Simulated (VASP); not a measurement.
# MgSi3N (Pm) in VASP: notebook

MgSi3N is run at these levels: PBE; tasks: single point, relaxation of cell and atoms.

Everything below comes from runs of VASP 6.6.1. Logs are shortened: lines on timing, memory, paths and dates and some standing lists are left out, and cuts for length are marked.

### Step 1. The cell of the first run

The structure is monoclinic, space group Pm (No. 6). Conventional cell: a = 5.191 Å, b = 2.885 Å, c = 10.232 Å, α = 90.00°, β = 100.60°, γ = 90.00°. Within 3.3 Å of Mg (site symmetry m) lie 2 N at 2.07 Å and 10 Si at 2.81 to 3.28 Å and 2 Mg at 2.88 Å. Mg (site symmetry m) has 2 N at 2.06 Å and 10 Si at 2.80 to 3.24 Å and 2 Mg at 2.88 Å within 3.3 Å. Si (site symmetry m) has 1 N at 1.76 Å within 2.3 Å. Within 2.3 Å of Si (site symmetry m) lie 1 N at 1.75 Å. Si (site symmetry m) has 1 N at 1.75 Å within 2.3 Å. Within 2.3 Å of Si (site symmetry m) lie 1 N at 1.75 Å. Within 3.4 Å of Si (site symmetry m) lie 6 Si at 2.43 to 2.88 Å and 2 Mg at 3.11 Å and 3 N at 3.18 to 3.39 Å. Si (site symmetry m) has 6 Si at 2.40 to 3.00 Å and 2 Mg at 2.96 Å and 3 N at 3.11 to 3.27 Å within 3.3 Å.

### Step 2. Single point, PBE

Input file INCAR:

```
SYSTEM = MgSi3N
PREC = Accurate
ENCUT = 520
EDIFF = 1E-7
ISMEAR = 0
SIGMA = 0.1
LREAL = .False.
LASPH = .True.
NELM = 100
ALGO = Normal
ISIF = 2
LWAVE = .False.
LCHARG = .True.
GGA = PE
LELF = .True.
LVHAR = .True.
NBANDS = 30
```

Input file KPOINTS:

```
Automatic mesh
0
Gamma
  4 6 2
  0 0 0
```

Input file POSCAR:

```
MgSi3N
1.0
    5.1911736000      0.0000000000      0.0000000000
    0.0000000000      2.8849589739      0.0000000000
   -1.8817736035      0.0000000000     10.0570314358
Mg Si N
2 6 2
Direct
    0.4610910507      0.5000000000      0.4410368986
    0.9291347224      0.5000000000      0.9507371101
    0.0071255679      0.0000000000      0.5237596361
    0.4654379824      0.0000000000      0.0115704211
    0.6888274681      0.0000000000      0.7265200378
    0.1631313421      0.0000000000      0.2309055889
    0.2362396916      0.0000000000      0.7577465065
    0.7064229070      0.0000000000      0.2435169611
    0.6848177817      0.0000000000      0.5552703782
    0.1577714863      0.0000000000      0.0589364614
```

Potentials or basis: VASP PAW PBE potentials, release 64 (Mg, Si, N).

Launch:

```bash
$ cat potpaw_PBE.64/Mg/POTCAR potpaw_PBE.64/Si/POTCAR potpaw_PBE.64/N/POTCAR > POTCAR
$ mpirun -np 1 vasp_std > vasp.out
```

OUTCAR:

```text
SYSTEM = MgSi3N
   PREC = Accurate
   ENCUT = 520
   EDIFF = 1E-7
   ISMEAR = 0
   LREAL = .False.
   LASPH = .True.
   NELM = 100
   ISIF = 2
   GGA = PE

 ion  position               nearest neighbor table
   1  0.461  0.500  0.441-   9 2.07   9 2.07   6 2.81   6 2.81   8 2.96   8 2.96   3 3.01   3 3.01
                             3 3.15   3 3.15   5 3.28   5 3.28
   2  0.929  0.500  0.951-  10 2.06  10 2.06   5 2.80   5 2.80   4 2.97   4 2.97   4 3.10   4 3.10
                             7 3.11   7 3.11   6 3.24   6 3.24
   3  0.007  0.000  0.524-   9 1.76   7 2.47   5 2.88   8 3.00   1 3.01   1 3.01   1 3.15   1 3.15

   4  0.465  0.000  0.012-  10 1.75   8 2.47   7 2.65   6 2.97   2 2.97   2 2.97   2 3.10   2 3.10

   5  0.689  0.000  0.727-   9 1.75   7 2.43   7 2.80   2 2.80   2 2.80   3 2.88   1 3.28   1 3.28

   6  0.163  0.000  0.231-  10 1.75   8 2.40   8 2.80   1 2.81   1 2.81   4 2.97   2 3.24   2 3.24

   7  0.236  0.000  0.758-   5 2.43   3 2.47   4 2.65   5 2.80   2 3.11   2 3.11
   8  0.706  0.000  0.244-   6 2.40   4 2.47   6 2.80   1 2.96   1 2.96   3 3.00
   9  0.685  0.000  0.555-   5 1.75   3 1.76   1 2.07   1 2.07
  10  0.158  0.000  0.059-   4 1.75   6 1.75   2 2.06   2 2.06

  LATTYP: Found a simple monoclinic cell.
 ALAT       =     5.1911736000
 B/A-ratio  =     0.5557431125
 C/A-ratio  =     1.9709544114
 COS(beta)  =    -0.1839184256

  Lattice vectors:

 A1 = (   5.1911736000,   0.0000000000,   0.0000000000)
 A2 = (   0.0000000000,   2.8849589739,   0.0000000000)
 A3 = (  -1.8817736035,   0.0000000000,  10.0570314358)

Analysis of symmetry for initial positions (statically):
=====================================================================
 Subroutine PRICEL returns:
 Original cell was already a primitive cell.

 Routine SETGRP: Setting up the symmetry group for a
 simple monoclinic supercell.

 Subroutine GETGRP returns: Found  2 space group operations
 (whereof  2 operations were pure point group operations)
 out of a pool of  4 trial point group operations.

The static configuration has the point symmetry C_1h.

Analysis of symmetry for dynamics (positions and initial velocities):
=====================================================================
 Subroutine PRICEL returns:
 Original cell was already a primitive cell.
[... 128 lines left out ...]
   NFREE  =      0    steps in history (QN), initial steepest desc. (CG)
   ISIF   =      2    stress and relaxation
   ISYM   =      2    0-nonsym 1-usesym 2-fastsym
   POTIM  = 0.5000    time-step for ionic-motion
   TEBEG  =    0.0;   TEEND  =   0.0 temperature during run
   PSTRESS=    0.0 pullay stress
   NELECT =      38.0000    total number of electrons
   NUPDOWN=      -1.0000    fix difference up-down
   EMIN   =  10.00;   EMAX   =-10.00  energy-range for DOS
   EFERMI =   0.00;   METHOD = LEGACY
   ISMEAR =     0;   SIGMA  =   0.10  broadening in eV -4-tet -1-fermi 0-gaus
   EFERMI_NEDOS =   21; number of points for ismear=-14 and -15
   IALGO  =     38    algorithm
   IMIX   =      4    mixing-type and parameters
     AMIX     =   0.40;   BMIX     =  1.00
     AMIX_MAG =   1.60;   BMIX_MAG =  1.00
  volume/ion in A,a.u.               =      15.06       101.64
  Fermi-wavevector in a.u.,A,eV,Ry     =   1.034454  1.954834 14.559517  1.070094
  Thomas-Fermi vector in A             =   2.168750
   LORBIT       =      0    0 simple, 1 ext, 2 COOP (PROOUT), +10 PAW based schemes
   GGA     = PE    functional components
   LHFCALC =     F    Hartree Fock is set to
   AEXX    =    0.0000 exact exchange contribution
   IVDW    =     0    specifies the selected vdW correction
   LEPSILON=     F    determine dielectric tensor
   LRPA    =     F    only Hartree local field effects (RPA)
 non-spin polarized calculation
 Gauss-broadening in eV      SIGMA  =   0.10
  energy-cutoff  :      520.00
  volume of cell :      150.62
 maximum number of plane-waves:      4089
 NGX is ok and might be reduce to    40
   NGX = 19   NGY = 11   NGZ = 39

 number of electron      37.9999998 magnetization

 Free energy of the ion-electron system (eV)
  ---------------------------------------------------
  ext. energy  EPLUGINS =         0.00000000
  ---------------------------------------------------
  free energy    TOTEN  =       -52.56527888 eV

  energy without entropy =      -52.55178244  energy(sigma->0) =      -52.55853066

 E-fermi :   6.6054     XC(G=0): -10.2574

 val. band max:        6.5783125716   @ k =   0.2500   0.5000   0.5000
 cond. band min:       6.6239188568   @ k =   0.5000   0.5000   0.0000
 fundamental gap:      0.0456062852
 Fermi energy:         6.6054304696

 k-point     1 :       0.0000    0.0000    0.0000
  band No.  band energies     occupation
      1      -9.8423      2.00000
      2      -9.7418      2.00000
      3      -4.2029      2.00000
      4      -3.5902      2.00000
      5      -2.2048      2.00000
      6      -2.0847      2.00000
[... 781 lines left out ...]
     29      11.4563      0.00000
     30      11.5829      0.00000

------------------------ aborting loop because EDIFF is reached ----------------------------------------

  FORCE on cell =-STRESS in cart. coord.  units (eV):
  Direction    XX          YY          ZZ          XY          YZ          ZX
  --------------------------------------------------------------------------------------
  -------------------------------------------------------------------------------------
  Total        0.4095406     -0.0290472      0.2314058      0.0000000      0.0000000     -0.8123135
  in kB        4.3564483     -0.3089867      2.4615566      0.0000000      0.0000000     -8.6409057
  external PRESSURE =       2.1696727 kB  Pullay stress =       0.0000000 kB

 VOLUME and BASIS-vectors are now :
 -----------------------------------------------------------------------------
  energy-cutoff  :      520.00
  volume of cell :      150.62
      direct lattice vectors                 reciprocal lattice vectors
     5.191173600  0.000000000  0.000000000     0.192634667  0.000000000  0.036043920
     0.000000000  2.884958974  0.000000000     0.000000000  0.346625380  0.000000000
    -1.881773603  0.000000000 10.057031436     0.000000000  0.000000000  0.099432920

 POSITION                                       TOTAL-FORCE (eV/Angst)
 -----------------------------------------------------------------------------------
      1.56367      1.44248      4.43552         0.015703      0.000000     -0.047881
      3.03423      1.44248      9.56159         0.024591      0.000000     -0.009697
     -0.94861      0.00000      5.26747        -0.112641      0.000000     -0.088096
      2.39440      0.00000      0.11636        -0.070502      0.000000     -0.022203
      2.20868      0.00000      7.30663         0.060344      0.000000     -0.029409
      0.41233      0.00000      2.32222         0.036736      0.000000      0.036526
     -0.19955      0.00000      7.62068         0.001444      0.000000      0.037241
      3.20892      0.00000      2.44906         0.036227      0.000000      0.061657
      2.51011      0.00000      5.58437        -0.017574      0.000000      0.055473
      0.70811      0.00000      0.59273         0.025672      0.000000      0.006389
 -----------------------------------------------------------------------------------
    total drift:                                0.000180      0.000000      0.000025

  FREE ENERGIE OF THE ION-ELECTRON SYSTEM (eV)
  ---------------------------------------------------
  free  energy   TOTEN  =       -52.5652788819 eV

  energy  without entropy=      -52.5517824385  energy(sigma->0) =      -52.55853066
```

OSZICAR:

```text
N       E                     dE             d eps       ncg     rms          rms(c)
DAV:   1     0.106708978852E+03    0.10671E+03   -0.15560E+04  1440   0.108E+03
DAV:   2    -0.460233553524E+02   -0.15273E+03   -0.14548E+03  1790   0.182E+02
DAV:   3    -0.583430084213E+02   -0.12320E+02   -0.12185E+02  1858   0.512E+01
DAV:   4    -0.585224444687E+02   -0.17944E+00   -0.17920E+00  1774   0.711E+00
DAV:   5    -0.585245827382E+02   -0.21383E-02   -0.21378E-02  1826   0.781E-01    0.155E+01
DAV:   6    -0.522346502797E+02    0.62899E+01   -0.23923E+01  1754   0.304E+01    0.777E+00
DAV:   7    -0.526647918632E+02   -0.43014E+00   -0.54337E+00  1602   0.118E+01    0.420E+00
DAV:   8    -0.525877167206E+02    0.77075E-01   -0.53693E-01  1714   0.391E+00    0.176E+00
DAV:   9    -0.525644140188E+02    0.23303E-01   -0.12450E-01  1718   0.234E+00    0.346E-01
DAV:  10    -0.525655574442E+02   -0.11434E-02   -0.21498E-02  1674   0.740E-01    0.242E-01
DAV:  11    -0.525657816122E+02   -0.22417E-03   -0.87353E-03  1796   0.568E-01    0.162E-01
DAV:  12    -0.525652285269E+02    0.55309E-03   -0.31520E-03  1826   0.350E-01    0.438E-02
DAV:  13    -0.525652782323E+02   -0.49705E-04   -0.52773E-04  1632   0.111E-01    0.115E-02
DAV:  14    -0.525652810927E+02   -0.28605E-05   -0.30803E-05  1768   0.293E-02    0.129E-02
DAV:  15    -0.525652813931E+02   -0.30034E-06   -0.25667E-06  1696   0.102E-02    0.105E-02
DAV:  16    -0.525652787896E+02    0.26035E-05   -0.71506E-06  1822   0.150E-02    0.190E-03
DAV:  17    -0.525652788928E+02   -0.10321E-06   -0.21231E-06  1674   0.746E-03    0.119E-03
DAV:  18    -0.525652788819E+02    0.10859E-07   -0.29969E-08   960   0.114E-03
   1 F= -.52565279E+02 E0= -.52558531E+02  d E =-.134964E-01
```

stdout:

```text
POSCAR found type information on POSCAR MgSiN
 POSCAR found :  3 types and      10 ions
 scaLAPACK will be used
 LDA part: xc-table for (Slater+PW92), standard interpolation
 POSCAR, INCAR and KPOINTS ok, starting setup
 FFT: planning ... GRIDC
 FFT: planning ... GRID_SOFT
 FFT: planning ... GRID
 WAVECAR not read
 entering main loop
```

It took 64 s on 1 thread of Intel Xeon 6975P-C (Granite Rapids), shared host; peak memory 0.31 GiB.

Results:

| Property | Result |
| --- | --- |
| Free energy | -52.5653 eV |
| Pressure | 0.2 GPa |
| Largest force | 0.143 eV/Å |
| Band gap on the k mesh | zero (bands 19 and 20 overlap by 3.49 eV) |

Forces in eV/Å, atoms in the order of the input:
```
Mg   0.016  0.000 -0.048
Mg   0.025  0.000 -0.010
Si  -0.113  0.000 -0.088
Si  -0.071  0.000 -0.022
Si   0.060  0.000 -0.029
Si   0.037  0.000  0.037
Si   0.001  0.000  0.037
Si   0.036  0.000  0.062
N   -0.018  0.000  0.055
N    0.026  0.000  0.006
```

Levels at points of the mesh, in eV from the Fermi level:
```csv
k point,band 15,band 16,band 17,band 18,band 19,band 20,band 21,band 22,band 23,band 24
"(0.00, 0.00, 0.00)",-1.64,-1.62,-1.57,-0.04,1.05,2.02,2.22,3.91,4.27,5.03
"(0.50, 0.00, 0.00)",-1.60,-1.56,-0.45,-0.33,1.34,1.57,2.27,2.33,3.62,3.68
"(0.00, 0.50, 0.00)",-2.24,-2.13,-2.00,-1.76,-1.53,-0.93,0.09,0.19,0.53,1.88
"(0.50, 0.50, 0.00)",-2.68,-2.56,-2.29,-1.99,-1.22,-1.05,0.02,0.62,2.14,2.38
"(0.00, 0.00, 0.50)",-2.14,-1.64,-1.62,-1.50,2.35,2.53,3.42,3.52,4.65,5.03
"(0.50, 0.00, 0.50)",-1.62,-1.60,-0.11,0.17,1.12,1.70,1.90,2.47,3.14,3.73
"(0.00, 0.50, 0.50)",-2.15,-2.04,-1.67,-1.62,-1.17,-0.60,-0.13,0.15,0.22,0.87
"(0.50, 0.50, 0.50)",-2.65,-2.31,-2.04,-2.03,-1.56,-1.14,-0.54,0.70,2.46,2.72
```

Caveat: the k points lie up to 0.36 Å⁻¹ apart, too coarse for converged energies and pressures of a metal.

### Step 3. Single point, PBE

This run uses another cell than the first one, of 16.31 Å³/atom.

Input file INCAR:

```
ALGO = Normal ; EDIFF = 1E-6
ENCUT = 520 ; GGA = PE
ISIF = 2 ; ISMEAR = 0
LASPH = T ; LCHARG = T
LELF = T ; LREAL = F
LVHAR = T ; LWAVE = F
NBANDS = 30 ; NELM = 100
PREC = Accurate ; SIGMA = 0.1
```

Input file KPOINTS:

```
k-points
0
Gamma
  4 6 2
```

Input file POSCAR:

```
MgSi3N
1.0
    5.9080497365      0.0000000000     -0.2292139817
    0.0000000000      2.9331055233      0.0000000000
   -2.5857012877      0.0000000000      9.5117764660
Mg Si N
2 6 2
Direct
    0.4859544675      0.5000000000      0.4260405801
    0.9858551445      0.5000000000      0.9260953944
   -0.0602952547      0.0000000000      0.5240629317
    0.4396963548      0.0000000000      0.0240407575
    0.6476088043      0.0000000000      0.7352577394
    0.1476288627      0.0000000000      0.2352716782
    0.2585885776      0.0000000000      0.7512887148
    0.7585834343      0.0000000000      0.2512764072
    0.6681843490      0.0000000000      0.5633326207
    0.1681952602      0.0000000000      0.0633331757
```

Potentials or basis: VASP PAW PBE potentials, release 64 (Mg, Si, N).

Launch:

```bash
$ cat potpaw_PBE.64/Mg/POTCAR potpaw_PBE.64/Si/POTCAR potpaw_PBE.64/N/POTCAR > POTCAR
$ mpirun -np 1 vasp_std > vasp.out
```

It took 65 s on 1 thread of Intel Xeon 6975P-C (Granite Rapids), shared host; peak memory 0.34 GiB.

Results (log left out):

| Quantity | Value |
| --- | --- |
| Free energy | -52.7930 eV |
| Pressure | 0.0 GPa |
| Largest force | 0.017 eV/Å |
| Band gap on the k mesh | zero (bands 19 and 20 overlap by 3.23 eV) |

Forces in eV/Å, atoms in the order of the input:
```
Mg  -0.001  0.000 -0.004
Mg  -0.001  0.000 -0.005
Si  -0.003  0.000 -0.009
Si  -0.003  0.000 -0.008
Si   0.006  0.000  0.003
Si   0.006  0.000  0.001
Si   0.002  0.000  0.016
Si   0.003  0.000  0.016
N   -0.004  0.000 -0.006
N   -0.005  0.000 -0.005
```

Stress tensor (GPa, compression positive):
```
 0.09  0.00 -0.07
 0.00 -0.06  0.00
-0.07  0.00 -0.14
```

Levels at points of the mesh, in eV from the Fermi level:
```csv
k point,band 16,band 17,band 18,band 19,band 20,band 21,band 22,band 23
"(0.00, 0.00, 0.00)",-1.94,-1.88,1.54,1.62,2.39,2.65,3.18,3.54
"(0.50, 0.00, 0.00)",-1.94,-0.65,-0.65,1.04,1.04,1.92,1.92,4.19
"(0.00, 0.50, 0.00)",-2.41,-2.25,-1.61,-1.00,-0.66,-0.55,-0.23,0.62
"(0.50, 0.50, 0.00)",-2.29,-2.01,-2.01,-0.97,-0.97,-0.38,-0.38,1.93
"(0.00, 0.00, 0.50)",-1.95,-1.11,-1.11,1.82,1.82,4.06,4.06,4.47
"(0.50, 0.00, 0.50)",-1.94,-1.33,0.44,1.00,1.14,1.92,2.25,3.12
"(0.00, 0.50, 0.50)",-2.27,-2.14,-2.14,-0.93,-0.93,-0.19,-0.19,1.38
"(0.50, 0.50, 0.50)",-2.02,-1.79,-1.68,-1.55,-1.40,-0.12,0.15,1.17
```

(Part 1 of 2 ends here.)

The gap in the log of VASP goes by the Fermi energy; the results here count the filled bands.